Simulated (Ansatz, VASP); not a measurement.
LiCl in VASP and in Ansatz

The input INCAR:

```
SYSTEM = LiCl
PREC = Accurate ; ENCUT = 600
EDIFF = 1E-6 ; ISMEAR = 0
SIGMA = 0.01 ; LREAL = .False.
LASPH = .True. ; NELM = 100
ALGO = Normal ; ISIF = 3
LWAVE = .False. ; LCHARG = .False.
GGA = PS ; IBRION = 2
NSW = 50 ; EDIFFG = -0.01
```

KPOINTS

```
Automatic mesh
0
Gamma
  7 7 4
  0 0 0
```

Contents of POSCAR:

```
LiCl
1.0
    3.9248820000      0.0000000000      0.0000000000
   -1.9624410000      3.3990480000      0.0000000000
    0.0000000000      0.0000000000      6.3571610000
Li Cl
2 2
Direct
    0.6666666667      0.3333333333      0.8760170000
    0.3333333333      0.6666666667      0.3760170000
    0.6666666667      0.3333333333      0.4989840000
    0.3333333333      0.6666666667      0.9989840000
```

Input for Ansatz:

```yaml
crystal:
  lattice:
    - [3.924882, 0.0, 0.0]
    - [-1.962441, 3.399048, 0.0]
    - [0.0, 0.0, 6.357161]
  atoms:
    - { symbol: Li, position: [0.6666666666666666, 0.3333333333333333, 0.876017] }
    - { symbol: Li, position: [0.3333333333333333, 0.6666666666666666, 0.376017] }
    - { symbol: Cl, position: [0.6666666666666666, 0.3333333333333333, 0.498984] }
    - { symbol: Cl, position: [0.3333333333333333, 0.6666666666666666, 0.998984] }
basis:
  ecutwfc: 550.0
kpoints:
  mp_grid:
    grid: [7, 7, 4]
hamiltonian:
  xc: pbesol
  pseudopotentials:
    kind: paw
scf:
  convergence:
    dr2_threshold: 1.0e-07
  occupations:
    method: fixed
relax:
  max_steps: 30
  cell: {}
```

Alike in both runs: task relaxation of cell and atoms; functional PBEsol; k mesh 7 × 7 × 4; no spin polarisation.

```csv
,VASP,Ansatz
version,VASP 6.6.1,Ansatz 0.2.0
potentials or method,"VASP PAW PBE potentials, release 64 (Li_sv, Cl), cutoff 600 eV","plane waves, PAW"
occupations,"gaussian, width 0.01 eV",fixed
valence electrons in the cell,20,20
```

|  | VASP | Ansatz | Ansatz less VASP |
| --- | --- | --- | --- |
| relaxed volume (Å³/atom) | 20.13 | 20.15 | +0.018 |
| relaxed length of the cell vector where the two differ most in proportion (Å) | 6.166 | 6.176 | +0.0102 |

VASP's potentials were made for PBE, not for PBEsol. Ansatz's warnings: stress scf threshold loose.

Noted on VASP's run: the cutoff is under 1.25 times that of the potentials, so the pressure is a little rough.
